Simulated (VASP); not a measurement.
Al2Pt:

```
Pt Al
1.0
     0.00000    2.91506    2.91506
     2.91506    0.00000    2.91506
     2.91506    2.91506    0.00000
Pt Al
1 2
Cartesian
  0.0000 0.0000 0.0000
  4.3726 4.3726 4.3726
  1.4575 1.4575 1.4575
```

This cell differs from its parent crystal: volume scaled by 0.96.

Base run:

```yaml
Program: VASP 6.6.1
Functional: PBEsol
Potentials_or_basis: VASP PAW PBE potentials, release 64 (Pt, Al)
Cutoff: 520 eV
k_mesh: 8 × 8 × 8
Occupations: fermi-dirac, width 0.05 eV
Spin: no spin polarisation
```

Its results: band gap on the k mesh zero (band 8 reaches 12.10 eV, above the bottom of band 9 at 6.60 eV); pressure 5.1 GPa.

The run is repeated on the same cell with these changes: functional from PBEsol to r2SCAN; further incar settings from ALGO = Fast; EDIFF = 1e-07; NBANDS = 15 to ALGO = Normal; EDIFF = 1e-07; NBANDS = 15. What comes out?

Band gap on the k mesh zero (band 8 reaches 12.29 eV, above the bottom of band 9 at 6.50 eV); pressure 5.6 GPa.

Caveats: the PAW data sets were made with another functional, which shifts forces and pressure a little; spin-orbit coupling is left out, which moves the levels of the heavy elements.
